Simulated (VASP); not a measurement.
# Cr (Im-3m) in VASP: a series of runs, part 2 of 2

VASP 6.6.1.

## Step 6: Single point, PBEsol (volume scaled by 1.06)

INCAR

```
SYSTEM = Cr
  PREC = Accurate
  ENCUT = 520
  EDIFF = 1E-7
  ISMEAR = 0
  SIGMA = 0.1
  LREAL = .False.
  LASPH = .True.
  NELM = 100
  ALGO = Normal
  ISIF = 2
  LWAVE = .False.
  LCHARG = .False.
  GGA = PS
  NBANDS = 12
```

KPOINTS

```
Automatic mesh
0
Gamma
  20 20 20
  0 0 0
```

POSCAR

```
Cr
1.0
   -1.4346819459      1.4346819459      1.4346819459
    1.4346819459     -1.4346819459      1.4346819459
    1.4346819459      1.4346819459     -1.4346819459
Cr
1
Direct
    0.0000000000      0.0000000000      0.0000000000
```

Potentials or basis: VASP PAW PBE potentials, release 64 (Cr_pv).

The run is started by

```sh
cat potpaw_PBE.64/Cr_pv/POTCAR > POTCAR
mpirun -np 1 vasp_std > vasp.out
```

OUTCAR:

```text
SYSTEM = Cr
   PREC = Accurate
   ENCUT = 520
   EDIFF = 1E-7
   ISMEAR = 0
   LREAL = .False.
   LASPH = .True.
   NELM = 100
   ISIF = 2
   GGA = PS

 ion  position               nearest neighbor table
   1  0.000  0.000  0.000-

  LATTYP: Found a body centered cubic cell.
 ALAT       =     2.8693638918

  Lattice vectors:

 A1 = (  -1.4346819459,   1.4346819459,   1.4346819459)
 A2 = (   1.4346819459,  -1.4346819459,   1.4346819459)
 A3 = (   1.4346819459,   1.4346819459,  -1.4346819459)

Analysis of symmetry for initial positions (statically):
=====================================================================
 Subroutine PRICEL returns:
 Original cell was already a primitive cell.

 Routine SETGRP: Setting up the symmetry group for a
 body centered cubic supercell.

 Subroutine GETGRP returns: Found 48 space group operations
 (whereof 48 operations were pure point group operations)
 out of a pool of 48 trial point group operations.

The static configuration has the point symmetry O_h .

Analysis of symmetry for dynamics (positions and initial velocities):
=====================================================================
 Subroutine PRICEL returns:
 Original cell was already a primitive cell.

 Routine SETGRP: Setting up the symmetry group for a
 body centered cubic supercell.

 Subroutine GETGRP returns: Found 48 space group operations
 (whereof 48 operations were pure point group operations)
 out of a pool of 48 trial point group operations.

The dynamic configuration has the point symmetry O_h .

 Subroutine INISYM returns: Found 48 space group operations
 (whereof 48 operations are pure point group operations),
 and found     1 'primitive' translations

----------------------------------------------------------------------------------------

                                     Primitive cell

  volume of cell :      11.8121

  direct lattice vectors                    reciprocal lattice vectors
    -1.434681946  1.434681946  1.434681946     0.000000000  0.348509300  0.348509300
     1.434681946 -1.434681946  1.434681946     0.348509300  0.000000000  0.348509300
     1.434681946  1.434681946 -1.434681946     0.348509300  0.348509300  0.000000000

  length of vectors
     2.484942023  2.484942023  2.484942023     0.492866578  0.492866578  0.492866578

  position of ions in fractional coordinates (direct lattice)
     0.000000000  0.000000000  0.000000000

  ion indices of the primitive-cell ions
   primitive index   ion index
                 1           1

----------------------------------------------------------------------------------------

 KPOINTS: Automatic mesh

Automatic generation of k-mesh.
 Grid dimensions read from file:
 generate k-points for:   20   20   20

 Generating k-lattice:

  Cartesian coordinates                     Fractional coordinates (reciprocal lattice)
     0.000000000  0.017425465  0.017425465     0.050000000  0.000000000  0.000000000
     0.017425465  0.000000000  0.017425465     0.000000000  0.050000000  0.000000000
     0.017425465  0.017425465  0.000000000     0.000000000  0.000000000  0.050000000

  Length of vectors
     0.024643329  0.024643329  0.024643329

  Shift w.r.t. Gamma in fractional coordinates (k-lattice)
     0.000000000  0.000000000  0.000000000

 Subroutine IBZKPT returns following result:
 ===========================================

 Found    256 irreducible k-points:

 Following reciprocal coordinates:
            Coordinates               Weight
  0.000000  0.000000  0.000000      1.000000
  0.050000  0.000000  0.000000     12.000000
  0.100000  0.000000  0.000000     12.000000
  0.150000  0.000000  0.000000     12.000000
  0.200000  0.000000  0.000000     12.000000
  0.250000  0.000000  0.000000     12.000000
[... 16 lines left out ...]
  0.200000  0.100000  0.000000     48.000000
  0.250000  0.100000  0.000000     48.000000
 [... further k-points ...]
   k-points           NKPTS =    256   k-points in BZ     NKDIM =    256   number of bands    NBANDS=     12
   number of dos      NEDOS =    301   number of ions     NIONS =      1
   total plane-waves  NPLWV =   5832
   dimension x,y,z NGX =    18 NGY =   18 NGZ =   18
   dimension x,y,z NGXF=    36 NGYF=   36 NGZF=   36
   ions per type =               1
   NGX,Y,Z   is equivalent  to a cutoff of  12.04, 12.04, 12.04 a.u.
   NGXF,Y,Z  is equivalent  to a cutoff of  24.08, 24.08, 24.08 a.u.
 SYSTEM =  Cr
   PREC   = accura    normal or accurate (medium, high low for compatibility)
   ISTART =      0    job   : 0-new  1-cont  2-samecut
   ICHARG =      2    charge: 1-file 2-atom 10-const
   ISPIN  =      1    spin polarized calculation?
   LNONCOLLINEAR =      F non collinear calculations
   LSORBIT =      F    spin-orbit coupling
   LASPH  =      T    aspherical Exc in radial PAW
   ENCUT  =  520.0 eV  38.22 Ry    6.18 a.u.   4.62  4.62  4.62*2*pi/ulx,y,z
   NELM   =    100;   NELMIN=  2; NELMDL= -5     # of ELM steps
   EDIFF  = 0.1E-06   stopping-criterion for ELM
   LREAL  =      F    real-space projection
   EDIFFG = 0.1E-05   stopping-criterion for IOM
   NSW    =      0    number of steps for IOM
   IBRION =     -1    ionic relax: 0-MD 1-quasi-New 2-CG
   NFREE  =      0    steps in history (QN), initial steepest desc. (CG)
   ISIF   =      2    stress and relaxation
   ISYM   =      2    0-nonsym 1-usesym 2-fastsym
   POTIM  = 0.5000    time-step for ionic-motion
   TEBEG  =    0.0;   TEEND  =   0.0 temperature during run
   PSTRESS=    0.0 pullay stress
   NELECT =      12.0000    total number of electrons
   NUPDOWN=      -1.0000    fix difference up-down
   EMIN   =  10.00;   EMAX   =-10.00  energy-range for DOS
   EFERMI =   0.00;   METHOD = LEGACY
   ISMEAR =     0;   SIGMA  =   0.10  broadening in eV -4-tet -1-fermi 0-gaus
   EFERMI_NEDOS =   21; number of points for ismear=-14 and -15
   IALGO  =     38    algorithm
   IMIX   =      4    mixing-type and parameters
     AMIX     =   0.40;   BMIX     =  1.00
     AMIX_MAG =   1.60;   BMIX_MAG =  1.00
  volume/ion in A,a.u.               =      11.81        79.71
  Fermi-wavevector in a.u.,A,eV,Ry     =   1.645734  3.109986 36.850564  2.708440
  Thomas-Fermi vector in A             =   2.735481
   LORBIT       =      0    0 simple, 1 ext, 2 COOP (PROOUT), +10 PAW based schemes
   GGA     = PS    functional components
   LHFCALC =     F    Hartree Fock is set to
   AEXX    =    0.0000 exact exchange contribution
   IVDW    =     0    specifies the selected vdW correction
   LEPSILON=     F    determine dielectric tensor
   LRPA    =     F    only Hartree local field effects (RPA)
 non-spin polarized calculation
 Gauss-broadening in eV      SIGMA  =   0.10
  energy-cutoff  :      520.00
  volume of cell :       11.81
 maximum number of plane-waves:       333
   NGX =  9   NGY =  9   NGZ =  9

 number of electron      11.9999983 magnetization

 Free energy of the ion-electron system (eV)
  ---------------------------------------------------
  ext. energy  EPLUGINS =         0.00000000
  ---------------------------------------------------
  free energy    TOTEN  =       -10.21169291 eV

  energy without entropy =      -10.20812282  energy(sigma->0) =      -10.20990786

 E-fermi :  10.5219     XC(G=0): -13.7029

 val. band max:       10.5202125047   @ k =  -0.1500   0.2000   0.1000
 cond. band min:      10.5490621108   @ k =   0.1500   0.0500   0.0000
 fundamental gap:      0.0288496062
 Fermi energy:        10.5218987813

 k-point     1 :       0.0000    0.0000    0.0000
  band No.  band energies     occupation
      1     -32.1037      2.00000
      2     -32.1037      2.00000
      3     -32.1037      2.00000
      4       2.7068      2.00000
      5       9.6274      2.00000
      6       9.6274      2.00000
      7       9.6274      2.00000
      8      11.5930      0.00000
      9      11.5930      0.00000
     10      17.5806      0.00000
     11      32.6251      0.00000
     12      32.6251      0.00000

 k-point     2 :       0.0500    0.0000    0.0000
  band No.  band energies     occupation
      1     -32.1258      2.00000
      2     -32.1105      2.00000
      3     -32.1039      2.00000
      4       2.8151      2.00000
      5       9.5859      2.00000
      6       9.6210      2.00000
      7       9.7001      2.00000
      8      11.5460      0.00000
      9      11.5959      0.00000
     10      17.5807      0.00000
     11      32.3561      0.00000
     12      32.5937      0.00000
[... 316 lines left out ...]
 k-point    24 :       0.2500    0.1000    0.0000
  band No.  band energies     occupation
      1     -32.6865      2.00000
      2     -32.2923      2.00000
      3     -32.1363      2.00000
      4       5.8742      2.00000
      5       8.6069      2.00000
      6       9.0930      2.00000
      7      11.2388      0.00000
      8      11.8661      0.00000
      9      12.2189      0.00000
     10      17.5802      0.00000
     11      25.3040      0.00000
     12      28.4519      0.00000

 [... further k-points ...]
[... 5 lines left out ...]
  --------------------------------------------------------------------------------------
  -------------------------------------------------------------------------------------
  Total       -1.1068024     -1.1068024     -1.1068024      0.0000000      0.0000000     -0.0000000
  in kB     -150.1252654   -150.1252654   -150.1252654      0.0000000      0.0000000     -0.0000000
  external PRESSURE =    -150.1252654 kB  Pullay stress =       0.0000000 kB

 VOLUME and BASIS-vectors are now :
 -----------------------------------------------------------------------------
  energy-cutoff  :      520.00
  volume of cell :       11.81
      direct lattice vectors                 reciprocal lattice vectors
    -1.434681946  1.434681946  1.434681946     0.000000000  0.348509300  0.348509300
     1.434681946 -1.434681946  1.434681946     0.348509300  0.000000000  0.348509300
     1.434681946  1.434681946 -1.434681946     0.348509300  0.348509300  0.000000000

 POSITION                                       TOTAL-FORCE (eV/Angst)
 -----------------------------------------------------------------------------------
      0.00000      0.00000      0.00000         0.000000      0.000000      0.000000
 -----------------------------------------------------------------------------------
    total drift:                               -0.000000      0.000000      0.000000

  FREE ENERGIE OF THE ION-ELECTRON SYSTEM (eV)
  ---------------------------------------------------
  free  energy   TOTEN  =       -10.2116929099 eV

  energy  without entropy=      -10.2081228198  energy(sigma->0) =      -10.20990786
```

OSZICAR:

```text
N       E                     dE             d eps       ncg     rms          rms(c)
DAV:   1     0.781406476944E+02    0.78141E+02   -0.70360E+03  6212   0.119E+03
DAV:   2    -0.109555114752E+02   -0.89096E+02   -0.85621E+02  6284   0.293E+02
DAV:   3    -0.121420184082E+02   -0.11865E+01   -0.11807E+01  6804   0.407E+01
DAV:   4    -0.121480561795E+02   -0.60378E-02   -0.60376E-02  6556   0.292E+00
DAV:   5    -0.121481288267E+02   -0.72647E-04   -0.72649E-04  6764   0.294E-01    0.135E+01
DAV:   6    -0.102458566408E+02    0.19023E+01   -0.51921E+00  6448   0.380E+01    0.228E+00
DAV:   7    -0.102245616092E+02    0.21295E-01   -0.75132E-02  6272   0.385E+00    0.115E+00
DAV:   8    -0.102118702634E+02    0.12691E-01   -0.29793E-03  6816   0.900E-01    0.161E-01
DAV:   9    -0.102116840273E+02    0.18624E-03   -0.79410E-04  6304   0.456E-01    0.320E-02
DAV:  10    -0.102116971377E+02   -0.13110E-04   -0.11177E-05  6512   0.393E-02    0.935E-03
DAV:  11    -0.102116929199E+02    0.42178E-05   -0.12893E-06  6856   0.196E-02    0.544E-04
DAV:  12    -0.102116929099E+02    0.99631E-08   -0.49521E-09  3268   0.942E-04
   1 F= -.10211693E+02 E0= -.10209908E+02  d E =-.357009E-02
```

stdout:

```text
POSCAR found type information on POSCAR Cr
 POSCAR found :  1 types and       1 ions
 scaLAPACK will be used
 -----------------------------------------------------------------------------
|                                                                             |
|                                                                             |
|     You enforced a specific xc type in the INCAR file but a different       |
|     I HOPE YOU KNOW WHAT YOU ARE DOING!                                     |
|                                                                             |
 -----------------------------------------------------------------------------

 LDA part: xc-table for (Slater+PW92), standard interpolation
 POSCAR, INCAR and KPOINTS ok, starting setup
 FFT: planning ... GRIDC
 FFT: planning ... GRID_SOFT
 FFT: planning ... GRID
 WAVECAR not read
 entering main loop
```

It took 17 s on 1 thread of Intel Xeon 6975P-C, shared host; peak memory 0.14 GiB.

What came out:

- Free energy: -10.2117 eV
- Pressure: -15.0 GPa
- Band gap on the k mesh: zero (band 6 reaches 12.90 eV, above the bottom of band 7 at 9.63 eV)

Caveat: the PAW data sets were made with another functional, which shifts forces and pressure a little; the run has no spin polarisation, though such a crystal can be magnetic. Spin polarisation is off, so any magnetic state and its effect on volume and gap are missing.

## Step 7: Overview

```tsv
cell	gap on the mesh (eV)	pressure (GPa)
a = 2.387 Å, angles 109.5°, 1 atom	none	19.3
a = 2.413 Å, angles 109.5°, 1 atom	none	8.6
a = 2.437 Å, angles 109.5°, 1 atom	none	-0.5
a = 2.461 Å, angles 109.5°, 1 atom	none	-8.4
a = 2.485 Å, angles 109.5°, 1 atom	none	-15.0
```

Alike in all rows: task single point; level PBEsol; potentials or basis VASP PAW PBE potentials, release 64 (Cr_pv); no spin polarisation; k mesh 20 × 20 × 20; cutoff (eV) 520; smearing gaussian 0.1 eV.

Caveats: the PAW data sets were made with another functional, which shifts forces and pressure a little; the run has no spin polarisation, though such a crystal can be magnetic.

Total energies depend on the potentials used, so only differences within one code and one set of settings carry meaning.
